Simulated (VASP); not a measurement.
# Si2W (C2/m) in VASP: single point with PBE

Aim: the single point of Si2W with PBE.

Everything below comes from runs of VASP 6.6.1. Logs are shortened: lines on timing, memory, paths and dates and some standing lists are left out, and cuts for length are marked.

## 1. The cell of the first run

The structure is monoclinic, space group C2/m (No. 12). Conventional cell: a = 4.475 Å, b = 4.611 Å, c = 4.448 Å, α = 90.00°, β = 117.72°, γ = 90.00°. Within 3.4 Å of Si (site symmetry m) lie 9 Si at 2.54 to 3.21 Å and 5 W at 2.55 to 2.65 Å. W (site symmetry 2/m) has 10 Si at 2.55 to 2.65 Å and 4 W at 3.21 Å within 3.4 Å.

## 2. Single point, PBE (equal xy, yz and zx shear strains of -3 %)

Contents of INCAR:

```
  ALGO = Normal
  EDIFF = 1E-7
  ENCUT = 520
  GGA = PE
  ISIF = 2
  ISMEAR = -1
  LASPH = T
  LCHARG = F
  LREAL = F
  LWAVE = F
  NBANDS = 18
  NELM = 60
  PREC = Accurate
  SIGMA = 0.05
```

Contents of KPOINTS:

```
k-points
0
Gamma
  11 11 14
```

Contents of POSCAR:

```
Si2W
1.0
   -1.6891900000      1.5709900000      3.9400000000
    1.5709900000     -1.6891900000      3.9400000000
    1.6410100000      1.6410100000     -3.9881800000
Si W
2 1
Direct
    0.3330000000      0.3330000000      0.0000000000
    0.6670000000      0.6670000000      0.0000000000
    0.0000000000      0.0000000000      0.0000000000
```

Potentials or basis: VASP PAW PBE potentials, release 64 (Si, W_sv).

Command:

```bash
cat potpaw_PBE.64/Si/POTCAR potpaw_PBE.64/W_sv/POTCAR > POTCAR
mpirun -np 1 vasp_std > vasp.out
```

OUTCAR:

```text
EDIFF = 1E-7
   ENCUT = 520
   GGA = PE
   ISIF = 2
   ISMEAR = -1
   LASPH = T
   LREAL = F
   NELM = 60
   PREC = Accurate

 ion  position               nearest neighbor table
   1  0.333  0.333  0.000-   2 2.54   3 2.55   3 2.62   2 2.63   2 2.64   3 2.64   2 2.65   2 2.65
                             3 2.65   3 2.65
   2  0.667  0.667  0.000-   1 2.54   3 2.55   3 2.62   1 2.63   1 2.64   3 2.64   1 2.65   1 2.65
                             3 2.65   3 2.65
   3  0.000  0.000  0.000-   2 2.55   1 2.55   2 2.62   1 2.62   2 2.64   1 2.64   2 2.65   1 2.65
                             1 2.65   2 2.65

  Warning from LATTYP: Got some problem with cell dimensions!
  Tried to take original basis but could not verify dimensions!
  LATTYP: Found a base centered monoclinic cell.
 ALAT       =     4.4753546490
 B/A-ratio  =     1.0302179678
 C/A-ratio  =     0.9938741376
 COS(beta)  =    -0.4652229770

  Lattice vectors:

 A1 = (  -3.2120000000,   0.0481800000,   0.0481800000)
 A2 = (   0.0481800000,  -3.2120000000,   0.0481800000)
 A3 = (   1.5228100000,   1.5228100000,   3.8918200000)

Analysis of symmetry for initial positions (statically):
=====================================================================
 Subroutine PRICEL returns:
 Original cell was already a primitive cell.

 Routine SETGRP: Setting up the symmetry group for a
 base centered monoclinic supercell.

 Subroutine GETGRP returns: Found  4 space group operations
 (whereof  4 operations were pure point group operations)
 out of a pool of  4 trial point group operations.

The static configuration has the point symmetry C_2h.

Analysis of symmetry for dynamics (positions and initial velocities):
=====================================================================
 Subroutine PRICEL returns:
 Original cell was already a primitive cell.

 Routine SETGRP: Setting up the symmetry group for a
 base centered monoclinic supercell.

 Subroutine GETGRP returns: Found  4 space group operations
 (whereof  4 operations were pure point group operations)
 out of a pool of  4 trial point group operations.

The dynamic configuration has the point symmetry C_2h.

 Subroutine INISYM returns: Found  4 space group operations
 (whereof  4 operations are pure point group operations),
 and found     1 'primitive' translations

----------------------------------------------------------------------------------------

                                     Primitive cell

  volume of cell :      40.6210

  direct lattice vectors                    reciprocal lattice vectors
    -1.689190000  1.570990000  3.940000000     0.006676696  0.313408226  0.131704827
     1.570990000 -1.689190000  3.940000000     0.313408226  0.006676696  0.131704827
     1.641010000  1.641010000 -3.988180000     0.316218072  0.316218072  0.009486542

  length of vectors
     4.565629468  4.565629468  4.614261301     0.340022728  0.340022728  0.447300495

  position of ions in fractional coordinates (direct lattice)
     0.333000000  0.333000000  0.000000000
     0.667000000  0.667000000  0.000000000
     0.000000000  0.000000000  0.000000000

  ion indices of the primitive-cell ions
   primitive index   ion index
                 1           1
                 2           2
                 3           3

----------------------------------------------------------------------------------------

 KPOINTS: k-points

Automatic generation of k-mesh.
 Grid dimensions read from file:
 generate k-points for:   11   11   14

 Generating k-lattice:

  Cartesian coordinates                     Fractional coordinates (reciprocal lattice)
     0.000606972  0.028491657  0.011973166     0.090909091 -0.000000000  0.000000000
     0.028491657  0.000606972  0.011973166    -0.000000000  0.090909091  0.000000000
     0.022587005  0.022587005  0.000677610     0.000000000  0.000000000  0.071428571

  Length of vectors
     0.030911157  0.030911157  0.031950035

  Shift w.r.t. Gamma in fractional coordinates (k-lattice)
     0.000000000  0.000000000  0.000000000

 Subroutine IBZKPT returns following result:
 ===========================================

 Found    468 irreducible k-points:

 Following reciprocal coordinates:
            Coordinates               Weight
  0.000000  0.000000  0.000000      1.000000
  0.090909 -0.000000  0.000000      4.000000
  0.181818 -0.000000 -0.000000      4.000000
  0.272727 -0.000000  0.000000      4.000000
  0.363636 -0.000000 -0.000000      4.000000
  0.454545 -0.000000 -0.000000      4.000000
[... 16 lines left out ...]
 -0.272727  0.181818 -0.000000      4.000000
 -0.181818  0.181818  0.000000      2.000000
 [... further k-points ...]
   k-points           NKPTS =    468   k-points in BZ     NKDIM =    468   number of bands    NBANDS=     18
   number of dos      NEDOS =    301   number of ions     NIONS =      3
   total plane-waves  NPLWV =  46656
   dimension x,y,z NGX =    36 NGY =   36 NGZ =   36
   dimension x,y,z NGXF=    72 NGYF=   72 NGZF=   72
   ions per type =               2   1
   NGX,Y,Z   is equivalent  to a cutoff of  13.11, 13.11, 12.97 a.u.
   NGXF,Y,Z  is equivalent  to a cutoff of  26.22, 26.22, 25.94 a.u.
 SYSTEM =  unknown system
   PREC   = accura    normal or accurate (medium, high low for compatibility)
   ISTART =      0    job   : 0-new  1-cont  2-samecut
   ICHARG =      2    charge: 1-file 2-atom 10-const
   ISPIN  =      1    spin polarized calculation?
   LNONCOLLINEAR =      F non collinear calculations
   LSORBIT =      F    spin-orbit coupling
   LASPH  =      T    aspherical Exc in radial PAW
   ENCUT  =  520.0 eV  38.22 Ry    6.18 a.u.   8.49  8.49  8.58*2*pi/ulx,y,z
   NELM   =     60;   NELMIN=  2; NELMDL= -5     # of ELM steps
   EDIFF  = 0.1E-06   stopping-criterion for ELM
   LREAL  =      F    real-space projection
   EDIFFG = 0.1E-05   stopping-criterion for IOM
   NSW    =      0    number of steps for IOM
   IBRION =     -1    ionic relax: 0-MD 1-quasi-New 2-CG
   NFREE  =      0    steps in history (QN), initial steepest desc. (CG)
   ISIF   =      2    stress and relaxation
   ISYM   =      2    0-nonsym 1-usesym 2-fastsym
   POTIM  = 0.5000    time-step for ionic-motion
   TEBEG  =    0.0;   TEEND  =   0.0 temperature during run
   PSTRESS=    0.0 pullay stress
   NELECT =      22.0000    total number of electrons
   NUPDOWN=      -1.0000    fix difference up-down
   EMIN   =  10.00;   EMAX   =-10.00  energy-range for DOS
   EFERMI =   0.00;   METHOD = LEGACY
   ISMEAR =    -1;   SIGMA  =   0.05  broadening in eV -4-tet -1-fermi 0-gaus
   EFERMI_NEDOS =   21; number of points for ismear=-14 and -15
   IALGO  =     38    algorithm
   IMIX   =      4    mixing-type and parameters
     AMIX     =   0.40;   BMIX     =  1.00
     AMIX_MAG =   1.60;   BMIX_MAG =  1.00
  volume/ion in A,a.u.               =      13.54        91.37
  Fermi-wavevector in a.u.,A,eV,Ry     =   1.334439  2.521724 24.228263  1.780727
  Thomas-Fermi vector in A             =   2.463220
   LORBIT       =      0    0 simple, 1 ext, 2 COOP (PROOUT), +10 PAW based schemes
   GGA     = PE    functional components
   LHFCALC =     F    Hartree Fock is set to
   AEXX    =    0.0000 exact exchange contribution
   IVDW    =     0    specifies the selected vdW correction
   LEPSILON=     F    determine dielectric tensor
   LRPA    =     F    only Hartree local field effects (RPA)
 non-spin polarized calculation
  energy-cutoff  :      520.00
  volume of cell :       40.62
 maximum number of plane-waves:      1116
 NGX is ok and might be reduce to    36
   NGX = 17   NGY = 17   NGZ = 17

 number of electron      22.0000000 magnetization

 Free energy of the ion-electron system (eV)
  ---------------------------------------------------
  ext. energy  EPLUGINS =         0.00000000
  ---------------------------------------------------
  free energy    TOTEN  =       -24.73457099 eV

  energy without entropy =      -24.73142301  energy(sigma->0) =      -24.73299700

 E-fermi :  11.9099     XC(G=0): -12.5074

 val. band max:       11.8909572337   @ k =  -0.3636  -0.4545   0.4286
 cond. band min:      11.9102070744   @ k =   0.2727   0.2727   0.2143
 fundamental gap:      0.0192498407
 Fermi energy:        11.9098663965

 k-point     1 :       0.0000    0.0000    0.0000
  band No.  band energies     occupation
      1     -61.9664      2.00000
      2     -26.2381      2.00000
      3     -26.1975      2.00000
      4     -26.1910      2.00000
      5      -2.1606      2.00000
      6       5.1035      2.00000
[... 10 lines left out ...]
     17      17.4058      0.00000
     18      17.5338      0.00000

 k-point     2 :       0.0909   -0.0000    0.0000
  band No.  band energies     occupation
      1     -61.9658      2.00000
      2     -26.2380      2.00000
      3     -26.2113      2.00000
      4     -26.1920      2.00000
      5      -1.9999      2.00000
      6       5.0932      2.00000
[... 10 lines left out ...]
     17      17.5326      0.00000
     18      18.0311      0.00000

 k-point     3 :       0.1818   -0.0000   -0.0000
  band No.  band energies     occupation
      1     -61.9642      2.00000
      2     -26.2621      2.00000
      3     -26.2299      2.00000
      4     -26.1882      2.00000
      5      -1.5276      2.00000
      6       4.9879      2.00000
[... 10 lines left out ...]
     17      18.1854      0.00000
     18      19.2564      0.00000

 k-point     4 :       0.2727   -0.0000    0.0000
  band No.  band energies     occupation
      1     -61.9621      2.00000
      2     -26.3208      2.00000
      3     -26.2269      2.00000
      4     -26.1829      2.00000
      5      -0.7728      2.00000
      6       4.5606      2.00000
[... 375 lines left out ...]
      4     -26.2090      2.00000
      5       0.3109      2.00000
      6       4.4126      2.00000
[... 10 lines left out ...]
     17      18.5263      0.00000
     18      19.6341      0.00000

 k-point    23 :      -0.2727    0.1818   -0.0000
  band No.  band energies     occupation
      1     -61.9600      2.00000
      2     -26.3134      2.00000
      3     -26.2492      2.00000
      4     -26.2128      2.00000
      5      -0.5515      2.00000
      6       5.5733      2.00000
[... 10 lines left out ...]
     17      17.6733      0.00000
     18      18.9712      0.00000

 k-point    24 :      -0.1818    0.1818    0.0000
  band No.  band energies     occupation
      1     -61.9621      2.00000
      2     -26.2583      2.00000
      3     -26.2531      2.00000
      4     -26.2164      2.00000
      5      -1.1660      2.00000
      6       5.8794      2.00000
[... 10 lines left out ...]
     17      18.7312      0.00000
     18      18.9550      0.00000

 [... further k-points ...]
[... 5 lines left out ...]
  --------------------------------------------------------------------------------------
  -------------------------------------------------------------------------------------
  Total        0.8685906      0.8685906      0.1977789      1.6834714      1.6652579      1.6652580
  in kB       34.2589940     34.2589940      7.8008067     66.3995628     65.6811855     65.6811883
  external PRESSURE =      25.4395982 kB  Pullay stress =       0.0000000 kB

 VOLUME and BASIS-vectors are now :
 -----------------------------------------------------------------------------
  energy-cutoff  :      520.00
  volume of cell :       40.62
      direct lattice vectors                 reciprocal lattice vectors
    -1.689190000  1.570990000  3.940000000     0.006676696  0.313408226  0.131704827
     1.570990000 -1.689190000  3.940000000     0.313408226  0.006676696  0.131704827
     1.641010000  1.641010000 -3.988180000     0.316218072  0.316218072  0.009486542

 POSITION                                       TOTAL-FORCE (eV/Angst)
 -----------------------------------------------------------------------------------
     -0.03936     -0.03936      2.62404        -0.064440     -0.064440      0.175473
     -0.07884     -0.07884      5.25596         0.064440      0.064440     -0.175473
      0.00000      0.00000      0.00000         0.000000      0.000000     -0.000000
 -----------------------------------------------------------------------------------
    total drift:                                0.000000      0.000000     -0.000000

  FREE ENERGIE OF THE ION-ELECTRON SYSTEM (eV)
  ---------------------------------------------------
  free  energy   TOTEN  =       -24.7345709914 eV

  energy  without entropy=      -24.7314230116  energy(sigma->0) =      -24.73299700
```

It took 11 min on 1 thread of Intel Xeon 8259CL, shared host; peak memory 0.46 GiB.

What came out:

```yaml
Free_energy: -24.7346 eV
Pressure: 2.5 GPa
Largest_force: 0.198 eV/Å
Band_gap_on_the_k_mesh: zero (bands 11 and 12 overlap by 1.17 eV)
```

Forces on the atoms (eV/Å):
```
Si  -0.064 -0.064  0.175
Si   0.064  0.064 -0.175
W    0.000  0.000  0.000
```

Stress tensor (GPa, compression positive):
```
3.43 6.64 6.57
6.64 3.43 6.57
6.57 6.57 0.78
```

Caveat: the cell differs from its parent crystal (equal xy, yz and zx shear strains of -3 %); spin-orbit coupling is left out, which moves the levels of the heavy elements.
